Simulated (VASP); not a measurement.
Input of a VASP 6.6.1 run:

Contents of INCAR:

```
SYSTEM = Cu
PREC = Accurate ; ENCUT = 520
EDIFF = 1E-6 ; ISMEAR = -1
SIGMA = 0.05 ; LREAL = .FALSE.
LASPH = .TRUE. ; NELM = 80
ALGO = Normal ; ISIF = 2
LWAVE = .FALSE. ; LCHARG = .FALSE.
GGA = PS ; NBANDS = 18
```

Contents of KPOINTS:

```
Automatic mesh
0
G
  12 12 7
  0 0 0
```

POSCAR

```
Cu
1.0
    2.5508792560      0.0000000000      0.0000000000
   -1.2754396280      2.2091262377      0.0000000000
    0.0000000000      0.0000000000      4.1398073633
Cu
2
Direct
    0.6666666667      0.3333333333      0.7500000000
    0.3333333333      0.6666666667      0.2500000000
```

Potentials or basis: VASP PAW PBE potentials, release 64 (Cu).

Command:

```console
$ cat potpaw_PBE.64/Cu/POTCAR > POTCAR
$ mpirun -np 1 vasp_std > vasp.out
```

Estimate the band gap on the k mesh.

zero (band 11 reaches 11.52 eV, above the bottom of band 12 at 5.67 eV).

Estimate the pressure.

-3.7 GPa.

Stress tensor (GPa, compression positive):
```
-3.79  0.00  0.00
 0.00 -3.79  0.00
 0.00  0.00 -3.60
```

Caveat: the PAW data sets were made with another functional, which shifts forces and pressure a little.
